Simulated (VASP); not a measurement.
**KCl: single point with PBEsol**

The system is KCl.

```xyz
2
Lattice="0.0000 3.0141 3.1561 3.2981 0.0000 3.1561 3.2981 3.0141 0.0000" Properties=species:S:1:pos:R:3 pbc="T T T"
K     0.0000    0.0000    0.0000
Cl    3.2981    3.0141    3.1561
```

This cell differs from its parent crystal: strain +0.0450 x Voigt [1, -1, 0, 0, 0, 0].

| Property | Result |
| --- | --- |
| Program | VASP 6.6.1 |
| Task | single point |
| Functional | PBEsol |
| Potentials or basis | VASP PAW PBE potentials, release 64 (K_sv, Cl) |
| Cutoff | 520 eV |
| k mesh | 6 × 6 × 6 |
| Occupations | gaussian, width 0.05 eV |
| Spin | no spin polarisation |

The pressure is -0.2 GPa and the band gap on the k mesh is 4.95 eV, direct.

Stress tensor (GPa, compression positive):
```
-1.50  0.00  0.00
 0.00  1.48  0.00
 0.00  0.00 -0.48
```

Levels at points of the mesh, in eV from the valence-band top:
| k point | band 5 | band 6 | band 7 | band 8 | band 9 | band 10 | band 11 | band 12 |
| --- | --- | --- | --- | --- | --- | --- | --- | --- |
| (0.00, 0.00, 0.00) | -10.61 | -0.06 | -0.04 | 0.00 | 4.95 | 7.98 | 8.27 | 8.57 |
| (0.50, 0.00, 0.00) | -10.34 | -1.12 | -0.38 | -0.37 | 7.36 | 8.40 | 10.38 | 10.51 |
| (0.50, 0.50, 0.00) | -10.65 | -0.71 | -0.25 | -0.25 | 6.40 | 8.13 | 9.81 | 10.19 |
| (0.50, 0.00, 0.50) | -10.67 | -0.62 | -0.33 | -0.31 | 6.31 | 8.25 | 10.09 | 10.28 |
| (0.00, 0.50, 0.50) | -10.65 | -0.76 | -0.21 | -0.20 | 6.44 | 8.12 | 9.54 | 10.06 |

Wall time 23 s on 1 thread of Intel(R) Xeon(R) 6975P-C (Granite Rapids), with other jobs on the host, peak memory 0.21 GiB.

Caveat: the cell differs from its parent crystal (strain +0.0450 x Voigt [1, -1, 0, 0, 0, 0]); the PAW data sets were made with another functional, which shifts forces and pressure a little.
